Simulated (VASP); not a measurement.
# Zn3SnO3 (P-6m2) in VASP: further runs, part 2 of 2

VASP 6.6.1.

## Step 5: Single point, PBE

This run uses another cell than the first one, of 15.56 Å³/atom.

File INCAR:

```
SYSTEM = Zn3SnO3
  PREC = Accurate
  ENCUT = 520
  EDIFF = 1E-6
  ISMEAR = 0
  SIGMA = 0.1
  LREAL = .False.
  LASPH = .True.
  NELM = 60
  ALGO = Normal
  ISIF = 2
  LWAVE = .False.
  LCHARG = .True.
  GGA = PE
  LELF = .True.
  LVHAR = .True.
  NBANDS = 43
```

File KPOINTS:

```
Automatic mesh
0
Gamma
  12 12 4
  0 0 0
```

File POSCAR:

```
Zn3SnO3
1.0
    3.3697574194      0.0000000000      0.0000000000
   -1.6848787097      2.9182955298      0.0000000000
    0.0000000000      0.0000000000     11.0791352397
Zn Sn O
3 1 3
Direct
    0.6666666667      0.3333333333      0.7871240178
    0.3333333333      0.6666666667      0.0000000000
    0.6666666667      0.3333333333      0.2128759822
    0.0000000000      0.0000000000      0.5000000000
    0.3333333333      0.6666666667      0.7858652551
    0.6666666667      0.3333333333      0.0000000000
    0.3333333333      0.6666666667      0.2141347449
```

Potentials or basis: VASP PAW PBE potentials, release 64 (Zn, Sn_d, O).

On the command line:

```console
$ cat potpaw_PBE.64/Zn/POTCAR potpaw_PBE.64/Sn_d/POTCAR potpaw_PBE.64/O/POTCAR > POTCAR
$ mpirun -np 1 vasp_std > vasp.out
```

OUTCAR:

```text
SYSTEM = Zn3SnO3
   PREC = Accurate
   ENCUT = 520
   EDIFF = 1E-6
   ISMEAR = 0
   LREAL = .False.
   LASPH = .True.
   NELM = 60
   ISIF = 2
   GGA = PE

 ion  position               nearest neighbor table
   1  0.667  0.333  0.787-   5 1.95   5 1.95   5 1.95   6 2.36
   2  0.333  0.667  0.000-   6 1.95   6 1.95   6 1.95   7 2.37   5 2.37
   3  0.667  0.333  0.213-   7 1.95   7 1.95   7 1.95   6 2.36
   4  0.000  0.000  0.500-
   5  0.333  0.667  0.786-   1 1.95   1 1.95   1 1.95   2 2.37
   6  0.667  0.333  0.000-   2 1.95   2 1.95   2 1.95   3 2.36   1 2.36
   7  0.333  0.667  0.214-   3 1.95   3 1.95   3 1.95   2 2.37

  LATTYP: Found a hexagonal cell.
 ALAT       =     3.3697574194
 C/A-ratio  =     3.2878138871

  Lattice vectors:

 A1 = (   3.3697574194,   0.0000000000,   0.0000000000)
 A2 = (  -1.6848787097,   2.9182955298,   0.0000000000)
 A3 = (   0.0000000000,   0.0000000000,  11.0791352397)

Analysis of symmetry for initial positions (statically):
=====================================================================
 Subroutine PRICEL returns:
 Original cell was already a primitive cell.

 Routine SETGRP: Setting up the symmetry group for a
 hexagonal supercell.

 Subroutine GETGRP returns: Found 12 space group operations
 (whereof 12 operations were pure point group operations)
 out of a pool of 24 trial point group operations.

The static configuration has the point symmetry D_3h.

Analysis of symmetry for dynamics (positions and initial velocities):
=====================================================================
 Subroutine PRICEL returns:
 Original cell was already a primitive cell.

 Routine SETGRP: Setting up the symmetry group for a
 hexagonal supercell.

 Subroutine GETGRP returns: Found 12 space group operations
 (whereof 12 operations were pure point group operations)
 out of a pool of 24 trial point group operations.

The dynamic configuration has the point symmetry D_3h.
[... 126 lines left out ...]
   IALGO  =     38    algorithm
   IMIX   =      4    mixing-type and parameters
     AMIX     =   0.40;   BMIX     =  1.00
     AMIX_MAG =   1.60;   BMIX_MAG =  1.00
  volume/ion in A,a.u.               =      15.56       105.03
  Fermi-wavevector in a.u.,A,eV,Ry     =   1.399050  2.643821 26.631237  1.957341
  Thomas-Fermi vector in A             =   2.522148
   LORBIT       =      0    0 simple, 1 ext, 2 COOP (PROOUT), +10 PAW based schemes
   GGA     = PE    functional components
   LHFCALC =     F    Hartree Fock is set to
   AEXX    =    0.0000 exact exchange contribution
   IVDW    =     0    specifies the selected vdW correction
   LEPSILON=     F    determine dielectric tensor
   LRPA    =     F    only Hartree local field effects (RPA)
 non-spin polarized calculation
 Gauss-broadening in eV      SIGMA  =   0.10
  energy-cutoff  :      520.00
  volume of cell :      108.95
 maximum number of plane-waves:      2957
 NGX is ok and might be reduce to    28
   NGX = 13   NGY = 13   NGZ = 41

 number of electron      67.9999985 magnetization

 Free energy of the ion-electron system (eV)
  ---------------------------------------------------
  ext. energy  EPLUGINS =         0.00000000
  ---------------------------------------------------
  free energy    TOTEN  =       -29.32983695 eV

  energy without entropy =      -29.31998500  energy(sigma->0) =      -29.32491097

 E-fermi :   3.2272     XC(G=0): -10.2360

 val. band max:        3.2188761892   @ k =   0.2500   0.0833   0.0000
 cond. band min:       3.2611126558   @ k =   0.1667   0.1667   0.5000
 fundamental gap:      0.0422364666
 Fermi energy:         3.2271515412

 k-point     1 :       0.0000    0.0000    0.0000
  band No.  band energies     occupation
      1     -18.3760      2.00000
      2     -18.2499      2.00000
      3     -18.2499      2.00000
      4     -18.2417      2.00000
      5     -18.2417      2.00000
      6     -15.8688      2.00000
[... 1093 lines left out ...]
     42      10.6374      0.00000
     43      11.1434      0.00000

 [... further k-points ...]
[... 5 lines left out ...]
  --------------------------------------------------------------------------------------
  -------------------------------------------------------------------------------------
  Total        0.6091245      0.6091245      0.0786704      0.0000000      0.0000000      0.0000000
  in kB        8.9574187      8.9574187      1.1568792      0.0000000      0.0000000      0.0000000
  external PRESSURE =       6.3572389 kB  Pullay stress =       0.0000000 kB

 VOLUME and BASIS-vectors are now :
 -----------------------------------------------------------------------------
  energy-cutoff  :      520.00
  volume of cell :      108.95
      direct lattice vectors                 reciprocal lattice vectors
     3.369757419  0.000000000  0.000000000     0.296757266  0.171332888  0.000000000
    -1.684878710  2.918295530  0.000000000     0.000000000  0.342665775  0.000000000
     0.000000000  0.000000000 11.079135240     0.000000000  0.000000000  0.090259752

 POSITION                                       TOTAL-FORCE (eV/Angst)
 -----------------------------------------------------------------------------------
      1.68488      0.97277      8.72065        -0.000000     -0.000000     -0.017787
     -0.00000      1.94553      0.00000        -0.000000     -0.000000      0.000000
      1.68488      0.97277      2.35848        -0.000000     -0.000000      0.017787
      0.00000      0.00000      5.53957         0.000000     -0.000000      0.000000
     -0.00000      1.94553      8.70671        -0.000000      0.000000     -0.015454
      1.68488      0.97277      0.00000         0.000000     -0.000000      0.000000
     -0.00000      1.94553      2.37243         0.000000      0.000000      0.015454
 -----------------------------------------------------------------------------------
    total drift:                                0.000001     -0.000001      0.000000

  FREE ENERGIE OF THE ION-ELECTRON SYSTEM (eV)
  ---------------------------------------------------
  free  energy   TOTEN  =       -29.3298369465 eV

  energy  without entropy=      -29.3199849979  energy(sigma->0) =      -29.32491097
```

Wall time 2.9 min (1 thread of AMD EPYC 9R45 (Zen 5), shared host); peak memory 0.37 GiB.

Results:

```yaml
Free_energy: -29.3298 eV
Pressure: 0.6 GPa
Largest_force: 0.018 eV/Å
Band_gap_on_the_k_mesh: zero (bands 34 and 35 overlap by 1.18 eV)
```

Forces in eV/Å, atoms in the order of the input:
```
Zn   0.000  0.000 -0.018
Zn   0.000  0.000  0.000
Zn   0.000  0.000  0.018
Sn   0.000  0.000  0.000
O    0.000  0.000 -0.015
O    0.000  0.000  0.000
O    0.000  0.000  0.015
```

Stress tensor (GPa, compression positive):
```
0.90 0.00 0.00
0.00 0.90 0.00
0.00 0.00 0.12
```

Levels at points of the mesh, in eV from the Fermi level:
```tsv
k point	band 30	band 31	band 32	band 33	band 34	band 35	band 36	band 37	band 38	band 39
(0.00, 0.00, 0.00)	-1.53	-1.53	-1.33	-1.33	-0.97	0.07	2.78	3.04	6.70	7.20
(0.50, 0.00, 0.00)	-3.08	-3.04	-2.81	-2.16	-1.78	1.30	3.33	4.05	4.56	4.78
(0.00, 0.00, 0.50)	-1.73	-1.53	-1.53	-1.33	-1.33	1.35	1.42	3.50	6.66	7.20
(0.50, 0.00, 0.50)	-3.17	-2.81	-2.49	-2.07	-2.05	1.20	3.50	4.05	4.45	4.89
```

Caveat: spin-orbit coupling is left out, which moves the levels of the heavy elements.

## Step 6: Summary

| task | cell | k mesh | cutoff (eV) | smearing | gap on the mesh (eV) | pressure (GPa) | largest force (eV/Å) |
| --- | --- | --- | --- | --- | --- | --- | --- |
| single point | a = 3.378, b = 3.378, c = 10.799 Å, angles 90.0, 90.0, 120.0°, 7 atoms, atomic positions A | 6 × 6 × 2 | 520 | gaussian 0.2 eV | none | 0.9 | 0.04 |
| relaxation of cell and atoms | relaxed from a = 3.350, b = 3.350, c = 9.900 Å, angles 90.0, 90.0, 120.0°, 7 atoms, atomic positions B | 6 × 6 × 2 | 600 | gaussian 0.2 eV | none | -0.3 | 0.07 |
| single point | a = 3.370, b = 3.370, c = 11.072 Å, angles 90.0, 90.0, 120.0°, 7 atoms, atomic positions C | 12 × 12 × 4 | 520 | gaussian 0.1 eV | none | 0.6 | 0.02 |
| single point | a = 3.370, b = 3.370, c = 11.079 Å, angles 90.0, 90.0, 120.0°, 7 atoms, atomic positions D | 12 × 12 × 4 | 520 | gaussian 0.1 eV | none | 0.6 | 0.02 |

Alike in all rows: level PBE; potentials or basis VASP PAW PBE potentials, release 64 (Zn, Sn_d, O); no spin polarisation.

Caveats: some runs use coarse meshes; spin-orbit coupling is left out, which moves the levels of the heavy elements; the relaxation stopped at a loose force limit of 0.08 eV/Å, so its end isn't a converged minimum (at least some runs).

Absolute energies hang on the potentials; compare differences alone.

The gap in the log of VASP goes by the Fermi energy; the results here count the filled bands.